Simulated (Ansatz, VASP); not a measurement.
# TaH5 in VASP and in Ansatz

INCAR

```
ALGO     = Normal         # electronic algorithm
EDIFF    = 1E-6           # SCF threshold, eV
EDIFFG   = -0.01          # ionic threshold
ENCUT    = 600            # plane-wave cutoff, eV
GGA      = PE             # functional
IBRION   = 2              # ionic algorithm
ISIF     = 3              # what is computed and relaxed
ISMEAR   = 0              # smearing method
LASPH    = T              # aspherical terms in the spheres
LCHARG   = F              # write CHGCAR
LREAL    = F              # projectors in reciprocal space
LWAVE    = F              # write WAVECAR
NELM     = 60             # most SCF steps
NSW      = 100            # ionic steps
PREC     = Accurate       # precision mode
SIGMA    = 0.1            # smearing width, eV
```

Contents of KPOINTS:

```
k-points
0
Gamma
  12 12 12
```

POSCAR

```
TaH5
1.0
    3.1176438739      0.0000000000      0.0000000000
    0.0000000000      3.1176438739      0.0000000000
    0.0000000000      0.0000000000      3.1886477016
Ta H
1 5
Direct
    0.0000000000      0.0000000000      0.0000000000
    0.7764661309      0.5000000000      0.5000000000
    0.2235338691      0.5000000000      0.5000000000
    0.5000000000      0.7764661309      0.5000000000
    0.5000000000      0.2235338691      0.5000000000
    0.5000000000      0.5000000000      0.0000000000
```

Input for Ansatz:

```yaml
crystal:
  lattice:
    - [3.1176438739, 0.0, 0.0]
    - [0.0, 3.1176438739, 0.0]
    - [0.0, 0.0, 3.1886477016]
  atoms:
    - { symbol: Ta, position: [0.0, 0.0, 0.0] }
    - { symbol: H, position: [0.7764661309, 0.5, 0.5] }
    - { symbol: H, position: [0.2235338691, 0.5, 0.5] }
    - { symbol: H, position: [0.5, 0.7764661309, 0.5] }
    - { symbol: H, position: [0.5, 0.2235338691, 0.5] }
    - { symbol: H, position: [0.5, 0.5, 0.0] }
basis:
  ecutwfc: 420
kpoints:
  mp_grid: { grid: [12, 12, 12] }
hamiltonian:
  xc: pbe
scf:
  occupations: { method: gaussian, width: 0.1 }
output:
  forces: true
  stress: true
  eigenvalues: true
relax:
  adjacent_minimum: "off"
  f_tol: 0.01
  max_steps: 80
  cell: { stress_tol: 0.05 }
```

Alike in both runs: task relaxation of cell and atoms; functional PBE; k mesh 12 × 12 × 12; occupations gaussian, width 0.1 eV; no spin polarisation.

|  | VASP | Ansatz |
| --- | --- | --- |
| version | VASP 6.6.1 | Ansatz 0.2.0 |
| potentials or method | VASP PAW PBE potentials, release 64 (Ta_pv, H), cutoff 600 eV | scalar-relativistic, plane waves, PAW |
| valence electrons in the cell | 16 | 18 |

Ansatz gave:

```
gap on the k mesh at the Fermi level, each at its own relaxed structure (eV)  : none
relaxed volume (Å³/atom)                                                      : 5.10
relaxed length of the cell vector where the two differ most in proportion (Å) : 3.170
```

Q: Which values does VASP return?

A: gap on the k mesh at the Fermi level, each at its own relaxed structure (eV): none; relaxed volume (Å³/atom): 5.10; relaxed length of the cell vector where the two differ most in proportion (Å): 3.171.

A gap of «none» marks a metal or a gap that the smearing closes. VASP's potentials hold 16 valence electrons a cell and Ansatz's 18, so a difference there can come from the potentials and not from the codes.

Spin-orbit coupling is off throughout.
